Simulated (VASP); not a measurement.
# Au (P6/mmm) in VASP: settings compared

Aim: see how the results for Au move with the level of theory and the settings. Levels: PBE, PBE+U. Tasks: single point.

Program: VASP 6.6.1. These are calculated values, not measurements. Logs are shortened: lines on timing, memory, paths and dates and some standing lists are left out, and cuts for length are marked.

**1. The cell of the first run**

It takes space group P6/mmm (No. 191, hexagonal). Conventional cell: a = 3.764 Å, b = 3.764 Å, c = 2.243 Å, α = 90.00°, β = 90.00°, γ = 120.00°. Within 3.0 Å of Au (site symmetry 6/mmm) lie 14 Au at 2.24 to 2.45 Å. Within 2.9 Å of Au (site symmetry -6m2) lie 11 Au at 2.17 to 2.45 Å.

This isn't the form of Au at room conditions, which is fcc.

**2. Single point, PBE (9.17 Å³/atom)**

File INCAR:

```
ALGO     = Normal         # electronic algorithm
EDIFF    = 1E-6           # SCF threshold, eV
ENCUT    = 520            # plane-wave cutoff, eV
GGA      = PE             # functional
ISIF     = 2              # what is computed and relaxed
ISMEAR   = -1             # smearing method
LASPH    = T              # aspherical terms in the spheres
LCHARG   = F              # write CHGCAR
LREAL    = F              # projectors in reciprocal space
LWAVE    = F              # write WAVECAR
NBANDS   = 24             # bands
NELM     = 60             # most SCF steps
PREC     = Accurate       # precision mode
SIGMA    = 0.08           # smearing width, eV
```

File KPOINTS:

```
k-points
0
Gamma
  9 9 12
```

File POSCAR:

```
Au
1.0
    3.7635286291      0.0000000000      0.0000000000
   -1.8817643146      3.2593114007      0.0000000000
    0.0000000000      0.0000000000      2.2426212803
Au
3
Direct
    0.0000000000      0.0000000000      0.0000000000
    0.3333333333      0.6666666667      0.5000000000
    0.6666666667      0.3333333333      0.5000000000
```

Potentials or basis: VASP PAW PBE potentials, release 64 (Au).

Started as:

```console
cat potpaw_PBE.64/Au/POTCAR > POTCAR
mpirun -np 1 vasp_std > vasp.out
```

OUTCAR:

```text
EDIFF = 1E-6
   ENCUT = 520
   GGA = PE
   ISIF = 2
   ISMEAR = -1
   LASPH = T
   LREAL = F
   NELM = 60
   PREC = Accurate

 ion  position               nearest neighbor table
   1  0.000  0.000  0.000-   2 2.45   3 2.45   2 2.45   3 2.45   3 2.45   3 2.45   2 2.45   2 2.45
                             3 2.45   3 2.45   2 2.45   2 2.45
   2  0.333  0.667  0.500-   3 2.17   3 2.17   3 2.17   1 2.45   1 2.45   1 2.45   1 2.45   1 2.45
                             1 2.45   3 3.12   3 3.12   3 3.12   3 3.12   3 3.12   3 3.12
   3  0.667  0.333  0.500-   2 2.17   2 2.17   2 2.17   1 2.45   1 2.45   1 2.45   1 2.45   1 2.45
                             1 2.45   2 3.12   2 3.12   2 3.12   2 3.12   2 3.12   2 3.12

  LATTYP: Found a hexagonal cell.
 ALAT       =     3.7635286291
 C/A-ratio  =     0.5958826148

  Lattice vectors:

 A1 = (   3.7635286291,   0.0000000000,   0.0000000000)
 A2 = (  -1.8817643146,   3.2593114007,   0.0000000000)
 A3 = (   0.0000000000,   0.0000000000,   2.2426212803)

Analysis of symmetry for initial positions (statically):
=====================================================================
 Subroutine PRICEL returns:
 Original cell was already a primitive cell.

 Routine SETGRP: Setting up the symmetry group for a
 hexagonal supercell.

 Subroutine GETGRP returns: Found 24 space group operations
 (whereof 24 operations were pure point group operations)
 out of a pool of 24 trial point group operations.

The static configuration has the point symmetry D_6h.

Analysis of symmetry for dynamics (positions and initial velocities):
=====================================================================
 Subroutine PRICEL returns:
 Original cell was already a primitive cell.

 Routine SETGRP: Setting up the symmetry group for a
 hexagonal supercell.

 Subroutine GETGRP returns: Found 24 space group operations
 (whereof 24 operations were pure point group operations)
 out of a pool of 24 trial point group operations.

The dynamic configuration has the point symmetry D_6h.

 Subroutine INISYM returns: Found 24 space group operations
 (whereof 24 operations are pure point group operations),
 and found     1 'primitive' translations

----------------------------------------------------------------------------------------

                                     Primitive cell

  volume of cell :      27.5091

  direct lattice vectors                    reciprocal lattice vectors
     3.763528629  0.000000000  0.000000000     0.265708089  0.153406637  0.000000000
    -1.881764315  3.259311401  0.000000000     0.000000000  0.306813273  0.000000000
     0.000000000  0.000000000  2.242621280     0.000000000  0.000000000  0.445906765

  length of vectors
     3.763528629  3.763528629  2.242621280     0.306813273  0.306813273  0.445906765

  position of ions in fractional coordinates (direct lattice)
     0.000000000  0.000000000  0.000000000
     0.333333333  0.666666667  0.500000000
     0.666666667  0.333333333  0.500000000

  ion indices of the primitive-cell ions
   primitive index   ion index
                 1           1
                 2           2
                 3           3

----------------------------------------------------------------------------------------

 KPOINTS: k-points

Automatic generation of k-mesh.
 Grid dimensions read from file:
 generate k-points for:    9    9   12

 Generating k-lattice:

  Cartesian coordinates                     Fractional coordinates (reciprocal lattice)
     0.029523121  0.017045182  0.000000000     0.111111111  0.000000000  0.000000000
     0.000000000  0.034090364  0.000000000     0.000000000  0.111111111  0.000000000
     0.000000000  0.000000000  0.037158897     0.000000000  0.000000000  0.083333333

  Length of vectors
     0.034090364  0.034090364  0.037158897

  Shift w.r.t. Gamma in fractional coordinates (k-lattice)
     0.000000000  0.000000000  0.000000000

 Subroutine IBZKPT returns following result:
 ===========================================

 Found     84 irreducible k-points:

 Following reciprocal coordinates:
            Coordinates               Weight
  0.000000  0.000000  0.000000      1.000000
  0.111111  0.000000  0.000000      6.000000
  0.222222 -0.000000  0.000000      6.000000
  0.333333 -0.000000  0.000000      6.000000
  0.444444 -0.000000  0.000000      6.000000
  0.111111  0.111111  0.000000      6.000000
[... 16 lines left out ...]
  0.333333  0.222222  0.083333     24.000000
  0.333333  0.333333  0.083333      4.000000
 [... further k-points ...]
   k-points           NKPTS =     84   k-points in BZ     NKDIM =     84   number of bands    NBANDS=     24
   number of dos      NEDOS =    301   number of ions     NIONS =      3
   total plane-waves  NPLWV =  14112
   dimension x,y,z NGX =    28 NGY =   28 NGZ =   18
   dimension x,y,z NGXF=    56 NGYF=   56 NGZF=   36
   ions per type =               3
   NGX,Y,Z   is equivalent  to a cutoff of  12.37, 12.37, 13.34 a.u.
   NGXF,Y,Z  is equivalent  to a cutoff of  24.74, 24.74, 26.69 a.u.
 SYSTEM =  unknown system
   PREC   = accura    normal or accurate (medium, high low for compatibility)
   ISTART =      0    job   : 0-new  1-cont  2-samecut
   ICHARG =      2    charge: 1-file 2-atom 10-const
   ISPIN  =      1    spin polarized calculation?
   LNONCOLLINEAR =      F non collinear calculations
   LSORBIT =      F    spin-orbit coupling
   LASPH  =      T    aspherical Exc in radial PAW
   ENCUT  =  520.0 eV  38.22 Ry    6.18 a.u.   7.00  7.00  4.17*2*pi/ulx,y,z
   NELM   =     60;   NELMIN=  2; NELMDL= -5     # of ELM steps
   EDIFF  = 0.1E-05   stopping-criterion for ELM
   LREAL  =      F    real-space projection
   EDIFFG = 0.1E-04   stopping-criterion for IOM
   NSW    =      0    number of steps for IOM
   IBRION =     -1    ionic relax: 0-MD 1-quasi-New 2-CG
   NFREE  =      0    steps in history (QN), initial steepest desc. (CG)
   ISIF   =      2    stress and relaxation
   ISYM   =      2    0-nonsym 1-usesym 2-fastsym
   POTIM  = 0.5000    time-step for ionic-motion
   TEBEG  =    0.0;   TEEND  =   0.0 temperature during run
   PSTRESS=    0.0 pullay stress
   NELECT =      33.0000    total number of electrons
   NUPDOWN=      -1.0000    fix difference up-down
   EMIN   =  10.00;   EMAX   =-10.00  energy-range for DOS
   EFERMI =   0.00;   METHOD = LEGACY
   ISMEAR =    -1;   SIGMA  =   0.08  broadening in eV -4-tet -1-fermi 0-gaus
   EFERMI_NEDOS =   21; number of points for ismear=-14 and -15
   IALGO  =     38    algorithm
   IMIX   =      4    mixing-type and parameters
     AMIX     =   0.40;   BMIX     =  1.00
     AMIX_MAG =   1.60;   BMIX_MAG =  1.00
  volume/ion in A,a.u.               =       9.17        61.88
  Fermi-wavevector in a.u.,A,eV,Ry     =   1.739484  3.287148 41.168577  3.025805
  Thomas-Fermi vector in A             =   2.812316
   LORBIT       =      0    0 simple, 1 ext, 2 COOP (PROOUT), +10 PAW based schemes
   GGA     = PE    functional components
   LHFCALC =     F    Hartree Fock is set to
   AEXX    =    0.0000 exact exchange contribution
   IVDW    =     0    specifies the selected vdW correction
   LEPSILON=     F    determine dielectric tensor
   LRPA    =     F    only Hartree local field effects (RPA)
 non-spin polarized calculation
  energy-cutoff  :      520.00
  volume of cell :       27.51
 maximum number of plane-waves:       759
 NGX is ok and might be reduce to    28
   NGX = 13   NGY = 13   NGZ =  9

 number of electron      33.0000002 magnetization

 Free energy of the ion-electron system (eV)
  ---------------------------------------------------
  ext. energy  EPLUGINS =         0.00000000
  ---------------------------------------------------
  free energy    TOTEN  =        16.83357583 eV

  energy without entropy =       16.84244253  energy(sigma->0) =       16.83800918

 E-fermi :  24.8032     XC(G=0): -16.6900

 val. band max:       24.7441214918   @ k =   0.3333   0.2222   0.3333
 cond. band min:      24.8713765225   @ k =   0.4444   0.1111   0.5000
 fundamental gap:      0.1272550307
 Fermi energy:        24.8031690461

 k-point     1 :       0.0000    0.0000    0.0000
  band No.  band energies     occupation
      1       5.7795      2.00000
      2       8.5775      2.00000
      3      12.2143      2.00000
      4      13.0424      2.00000
      5      13.3477      2.00000
      6      13.3477      2.00000
[... 16 lines left out ...]
     23      37.5459      0.00000
     24      37.5675      0.00000

 k-point     2 :       0.1111    0.0000    0.0000
  band No.  band energies     occupation
      1       6.0681      2.00000
      2       8.6838      2.00000
      3      11.6556      2.00000
      4      12.1763      2.00000
      5      12.4332      2.00000
      6      13.0824      2.00000
[... 16 lines left out ...]
     23      38.0122      0.00000
     24      38.2609      0.00000

 k-point     3 :       0.2222   -0.0000    0.0000
  band No.  band energies     occupation
      1       6.8722      2.00000
      2       8.9355      2.00000
      3      10.3427      2.00000
      4      11.6330      2.00000
      5      11.8557      2.00000
      6      12.8383      2.00000
[... 16 lines left out ...]
     23      39.2067      0.00000
     24      39.9552      0.00000

 k-point     4 :       0.3333   -0.0000    0.0000
  band No.  band energies     occupation
      1       7.9689      2.00000
      2       8.7817      2.00000
      3       9.8912      2.00000
      4      11.1502      2.00000
      5      11.6002      2.00000
      6      12.3885      2.00000
[... 16 lines left out ...]
     23      40.9617      0.00000
     24      41.2217      0.00000

 k-point     5 :       0.4444   -0.0000    0.0000
  band No.  band energies     occupation
      1       8.1600      2.00000
      2       9.2182      2.00000
      3       9.9923      2.00000
      4      10.9760      2.00000
      5      11.5676      2.00000
      6      11.8458      2.00000
[... 451 lines left out ...]
 k-point    22 :       0.2222    0.2222    0.0833
  band No.  band energies     occupation
      1       8.4783      2.00000
      2       9.2279      2.00000
      3       9.8253      2.00000
      4      10.6458      2.00000
      5      12.0347      2.00000
      6      12.7743      2.00000
[... 16 lines left out ...]
     23      40.5565      0.00000
     24      41.2701      0.00000

 k-point    23 :       0.3333    0.2222    0.0833
  band No.  band energies     occupation
      1       8.3556      2.00000
      2       9.4076      2.00000
      3       9.7108      2.00000
      4      11.2229      2.00000
      5      11.7237      2.00000
      6      12.3933      2.00000
[... 16 lines left out ...]
     23      40.3722      0.00000
     24      41.8098      0.00000

 k-point    24 :       0.3333    0.3333    0.0833
  band No.  band energies     occupation
      1       8.2348      2.00000
      2       9.5127      2.00000
      3       9.5127      2.00000
      4      11.5838      2.00000
      5      11.5838      2.00000
      6      12.1852      2.00000
[... 16 lines left out ...]
     23      39.9367      0.00000
     24      41.5865      0.00000

 [... further k-points ...]
[... 5 lines left out ...]
  --------------------------------------------------------------------------------------
  -------------------------------------------------------------------------------------
  Total      107.7340575    107.7340575    107.8491102     -0.0000000     -0.0000000     -0.0000000
  in kB     6274.6077295   6274.6077296   6281.3085902     -0.0000001     -0.0000000     -0.0000000
  external PRESSURE =    6276.8413498 kB  Pullay stress =       0.0000000 kB

 VOLUME and BASIS-vectors are now :
 -----------------------------------------------------------------------------
  energy-cutoff  :      520.00
  volume of cell :       27.51
      direct lattice vectors                 reciprocal lattice vectors
     3.763528629  0.000000000  0.000000000     0.265708089  0.153406637  0.000000000
    -1.881764315  3.259311401  0.000000000     0.000000000  0.306813273  0.000000000
     0.000000000  0.000000000  2.242621280     0.000000000  0.000000000  0.445906765

 POSITION                                       TOTAL-FORCE (eV/Angst)
 -----------------------------------------------------------------------------------
      0.00000      0.00000      0.00000         0.000000      0.000000     -0.000000
     -0.00000      2.17287      1.12131        -0.000000      0.000000      0.000000
      1.88176      1.08644      1.12131         0.000000      0.000000     -0.000000
 -----------------------------------------------------------------------------------
    total drift:                                0.000000      0.000000     -0.000000

  FREE ENERGIE OF THE ION-ELECTRON SYSTEM (eV)
  ---------------------------------------------------
  free  energy   TOTEN  =        16.8335758313 eV

  energy  without entropy=       16.8424425296  energy(sigma->0) =       16.83800918
```

Wall time 59 s (1 thread of Intel Xeon 8259CL, shared host); peak memory 0.17 GiB.

The run converged, but its numbers aren't listed here, since they failed a check.

Caveat: the cell stands under pressure; spin-orbit coupling is left out, which moves the levels of the heavy elements.

**3. Single point, PBE**

This run uses another cell than the first one, of 11.00 Å³/atom.

File INCAR:

```
PREC = Accurate
ENCUT = 520
EDIFF = 1E-7
ISMEAR = -1
SIGMA = 0.08
LREAL = False
LASPH = True
NELM = 80
ALGO = Normal
ISIF = 2
LWAVE = False
LCHARG = False
GGA = PE
NBANDS = 24
```

File KPOINTS:

```
regular mesh
0
Gamma
  9 9 12
```

File POSCAR:

```
Au
1.0
    4.0004048931      0.0000000000      0.0000000000
   -2.0002024465      3.4644522628      0.0000000000
    0.0000000000      0.0000000000      2.3818792081
Au
3
Direct
    0.0000000000      0.0000000000      0.0000000000
    0.3333333333      0.6666666667      0.5000000000
    0.6666666667      0.3333333333      0.5000000000
```

Potentials or basis: VASP PAW PBE potentials, release 64 (Au).

Started as:

```console
cat potpaw_PBE.64/Au/POTCAR > POTCAR
mpirun -np 1 vasp_std > vasp.out
```

Run time: 74 s. Hardware: 1 thread of Intel Xeon 8259CL, shared host; peak memory 0.18 GiB.

It converged, with:

- Free energy: 1.9238 eV
- Pressure: 286.4 GPa
- Band gap on the k mesh: zero (an odd number of electrons rules out a gap without spin polarisation)

Stress tensor (GPa, compression positive):
```
286.40   0.00   0.00
  0.00 286.40   0.00
  0.00   0.00 286.32
```

Levels at points of the mesh, in eV from the Fermi level:
```csv
k point,band 13,band 14,band 15,band 16,band 17,band 18,band 19,band 20
"(0.00, 0.00, 0.00)",-5.89,-5.89,-2.20,-2.20,4.59,5.76,7.00,7.00
"(0.00, 0.00, 0.50)",-3.01,-3.01,-0.76,0.68,1.52,7.27,8.10,8.10
```

Caveat: the cell stands under pressure; spin-orbit coupling is left out, which moves the levels of the heavy elements.

**4. Single point, PBE**

This run uses another cell than the first one, of 16.51 Å³/atom.

File INCAR:

```
ALGO = Normal ; EDIFF = 1E-6
ENCUT = 520 ; GGA = PE
ISIF = 2 ; ISMEAR = -1
LASPH = T ; LCHARG = F
LREAL = F ; LWAVE = F
NBANDS = 24 ; NELM = 60
PREC = Accurate ; SIGMA = 0.08
```

File KPOINTS:

```
k-points
0
Gamma
  9 9 12
```

File POSCAR:

```
Au
1.0
    4.5880111394      0.0000000000      0.0000000000
   -2.2940055697      3.9733341996      0.0000000000
    0.0000000000      0.0000000000      2.7162514098
Au
3
Direct
    0.0000000000      0.0000000000      0.0000000000
    0.3333333333      0.6666666667      0.5000000000
    0.6666666667      0.3333333333      0.5000000000
```

Potentials or basis: VASP PAW PBE potentials, release 64 (Au).

Started as:

```console
cat potpaw_PBE.64/Au/POTCAR > POTCAR
mpirun -np 1 vasp_std > vasp.out
```

OUTCAR:

```text
EDIFF = 1E-6
   ENCUT = 520
   GGA = PE
   ISIF = 2
   ISMEAR = -1
   LASPH = T
   LREAL = F
   NELM = 60
   PREC = Accurate

 ion  position               nearest neighbor table
   1  0.000  0.000  0.000-   2 2.98   3 2.98   2 2.98   3 2.98   3 2.98   3 2.98   2 2.98   2 2.98
                             3 2.98   3 2.98   2 2.98   2 2.98
   2  0.333  0.667  0.500-   3 2.65   3 2.65   3 2.65   1 2.98   1 2.98   1 2.98   1 2.98   1 2.98
                             1 2.98
[... 849 lines left out ...]
  Direction    XX          YY          ZZ          XY          YZ          ZX
  --------------------------------------------------------------------------------------
  -------------------------------------------------------------------------------------
  Total        5.7865475      5.7865475      5.7855015      0.0000000     -0.0000000      0.0000000
  in kB      187.2322164    187.2322164    187.1983739      0.0000000     -0.0000000      0.0000000
  external PRESSURE =     187.2209356 kB  Pullay stress =       0.0000000 kB

 VOLUME and BASIS-vectors are now :
 -----------------------------------------------------------------------------
  energy-cutoff  :      520.00
  volume of cell :       49.52
      direct lattice vectors                 reciprocal lattice vectors
     4.588011139  0.000000000  0.000000000     0.217959366  0.125838899  0.000000000
    -2.294005570  3.973334200  0.000000000     0.000000000  0.251677797  0.000000000
     0.000000000  0.000000000  2.716251410     0.000000000  0.000000000  0.368154434

 POSITION                                       TOTAL-FORCE (eV/Angst)
 -----------------------------------------------------------------------------------
      0.00000      0.00000      0.00000        -0.000000     -0.000000     -0.000000
     -0.00000      2.64889      1.35813        -0.000000     -0.000000      0.000000
      2.29401      1.32444      1.35813         0.000000      0.000000     -0.000000
 -----------------------------------------------------------------------------------
    total drift:                                0.000000      0.000000     -0.000000

  FREE ENERGIE OF THE ION-ELECTRON SYSTEM (eV)
  ---------------------------------------------------
  free  energy   TOTEN  =        -9.2048556832 eV

  energy  without entropy=       -9.1884448710  energy(sigma->0) =       -9.19665028
```

OSZICAR:

```text
N       E                     dE             d eps       ncg     rms          rms(c)
DAV:   1     0.205340028988E+03    0.20534E+03   -0.16676E+04  4088   0.131E+03
DAV:   2    -0.625832820014E+01   -0.21160E+03   -0.19716E+03  4480   0.301E+02
DAV:   3    -0.998894517694E+01   -0.37306E+01   -0.37050E+01  4728   0.416E+01
DAV:   4    -0.100089516474E+02   -0.20006E-01   -0.20005E-01  4800   0.317E+00
DAV:   5    -0.100091404146E+02   -0.18877E-03   -0.18876E-03  4904   0.335E-01    0.184E+01
DAV:   6    -0.927824818266E+01    0.73089E+00   -0.14072E+00  4600   0.968E+00    0.115E+01
DAV:   7    -0.921297314402E+01    0.65275E-01   -0.21433E-01  4696   0.375E+00    0.422E+00
DAV:   8    -0.920493881494E+01    0.80343E-02   -0.19748E-02  4616   0.118E+00    0.431E-01
DAV:   9    -0.920483410796E+01    0.10471E-03   -0.33230E-04  4968   0.301E-01    0.895E-02
DAV:  10    -0.920484870513E+01   -0.14597E-04   -0.23600E-05  4704   0.393E-02    0.514E-02
DAV:  11    -0.920485519382E+01   -0.64887E-05   -0.32862E-06  4656   0.210E-02    0.111E-02
DAV:  12    -0.920485568324E+01   -0.48942E-06   -0.19437E-07  2904   0.638E-03
   1 F= -.92048557E+01 E0= -.91966503E+01  d E =-.164108E-01
```

It took 97 s on 1 thread of Intel Xeon 8259CL, shared host; peak memory 0.22 GiB.

What came out:

- Free energy: -9.2049 eV
- Pressure: 18.7 GPa
- Band gap on the k mesh: zero (an odd number of electrons rules out a gap without spin polarisation)

Levels at points of the mesh, in eV from the Fermi level:
```tsv
k point	band 14	band 15	band 16	band 17	band 18	band 19
(0.00, 0.00, 0.00)	-3.56	-1.86	-1.86	3.00	3.89	5.35
(0.00, 0.00, 0.50)	-2.24	-1.08	0.20	0.73	6.56	6.97
```

Caveat: the cell stands under pressure; spin-orbit coupling is left out, which moves the levels of the heavy elements.

(Continued in part 2 of 2.)
